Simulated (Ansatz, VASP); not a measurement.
**Two plane-wave programs on AlCu**

```xyz
2
Lattice="2.9568 0.0000 0.0000 0.0000 2.9568 0.0000 0.0000 0.0000 2.9568" Properties=species:S:1:pos:R:3 pbc="T T T"
Al    0.0000    0.0000    0.0000
Cu    1.4784    1.4784    1.4784
```

Alike in both runs: functional r2SCAN; k mesh 14 × 14 × 14; occupations gaussian, width 0.1 eV; no spin polarisation.

Ansatz relaxed the structure, and its values are those at the end. VASP's run is a single point on that final structure, the one shown.

|  | VASP | Ansatz |
| --- | --- | --- |
| version | VASP 6.6.1 | Ansatz 0.2.0 |
| potentials or method | VASP PAW PBE potentials, release 64 (Al, Cu), cutoff 520 eV | scalar-relativistic, plane waves, PAW |
| valence electrons in the cell | 14 | 22 |

```tsv
	VASP	Ansatz	Ansatz less VASP
gap on the k mesh at the Fermi level (eV)	none	none	-
pressure (GPa)	0.0	0.0	-0.04
```

VASP's potentials were made for PBE, not for r2SCAN. A gap of «none» marks a metal or a gap that the smearing closes. The functional is the same, so the differences come from potentials, cutoffs and numerics. VASP's potentials hold 14 valence electrons a cell and Ansatz's 22, so a difference there can come from the potentials and not from the codes.
